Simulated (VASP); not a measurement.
Here is a VASP 6.6.1 calculation.

File INCAR:

```
PREC = Accurate ; ENCUT = 520
EDIFF = 1E-6 ; ISMEAR = 0
SIGMA = 0.15 ; LREAL = F
LASPH = T ; NELM = 80
ALGO = Fast ; ISIF = 2
LWAVE = F ; LCHARG = T
GGA = PS ; LELF = T
LVHAR = T ; NBANDS = 12
```

File KPOINTS:

```
regular mesh
0
Gamma
  20 20 20
```

Contents of POSCAR:

```
Ta
1.0
   -1.7833824000      1.7833824000      1.7173312000
    1.7833824000     -1.7833824000      1.7173312000
    1.7833824000      1.7833824000     -1.7173312000
Ta
1
Direct
    0.0000000000      0.0000000000      0.0000000000
```

Potentials or basis: VASP PAW PBE potentials, release 64 (Ta_pv).

Launch:

```sh
$ cat potpaw_PBE.64/Ta_pv/POTCAR > POTCAR
$ mpirun -np 1 vasp_std > vasp.out
```

Problem. Estimate the band gap on the k mesh.

Solution. Zero (an odd number of electrons rules out a gap without spin polarisation).

Problem. Predict the pressure.

Solution. -29.3 GPa.

Stress tensor (GPa, compression positive):
```
-29.88   0.00   0.00
  0.00 -29.88   0.00
  0.00   0.00 -28.10
```

Caveat: the cell differs from its parent crystal (strain +0.080 along x and y, +0.040 along z); the cell stands under tension; the PAW data sets were made with another functional, which shifts forces and pressure a little; spin-orbit coupling is left out, which moves the levels of the heavy elements.
